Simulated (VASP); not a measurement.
Runs of VASP 6.6.1 on SrO. The structure is that of space group P-6m2 (No. 187), or close to it. The cells are those of the table. The cell was built from a structure type or drawn by symmetry, and may not be a known phase.

| task | level | cell | k mesh | smearing | gap on the mesh (eV) | pressure (GPa) | relaxed volume (Å³/atom) |
| --- | --- | --- | --- | --- | --- | --- | --- |
| single point | PBE | a = 3.533, b = 3.533, c = 3.208 Å, angles 90.0, 90.0, 120.0°, 2 atoms | 6 × 6 × 4 | gaussian 0.1 eV | 2.79 | 0.5 | - |
| single point | PBE | a = 3.533, b = 3.533, c = 3.208 Å, angles 90.0, 90.0, 120.0°, 2 atoms | 6 × 6 × 6 | gaussian 0.1 eV | 2.80 | 0.5 | - |
| single point | PBE+D3(BJ) | a = 3.533, b = 3.533, c = 3.207 Å, angles 90.0, 90.0, 120.0°, 2 atoms | 6 × 6 × 8 | gaussian 0.02 eV | 2.80 | -1.8 | - |
| single point | PBE | a = 3.533, b = 3.533, c = 3.207 Å, angles 90.0, 90.0, 120.0°, 2 atoms | 6 × 6 × 8 | gaussian 0.02 eV | 2.80 | 0.5 | - |
| relaxation of cell and atoms | PBE | relaxed from a = 3.533, b = 3.533, c = 3.208 Å, angles 90.0, 90.0, 120.0°, 2 atoms | 6 × 6 × 6 | gaussian 0.1 eV | 2.78 | -0.1 | (a) |
| relaxation of cell and atoms | PBE | relaxed from a = 3.533, b = 3.533, c = 3.208 Å, angles 90.0, 90.0, 120.0°, 2 atoms | 6 × 6 × 8 | gaussian 0.02 eV | 2.78 | 0.0 | 17.43 |

Alike in all rows: potentials or basis VASP PAW PBE potentials, release 64 (Sr_sv, O); no spin polarisation; cutoff (eV) 600.

Estimate the missing entries.

(a) 17.46.

Caveats: some runs use coarse meshes.

A k mesh can miss the band edges, and the runs leave out spin-orbit coupling on Sr.
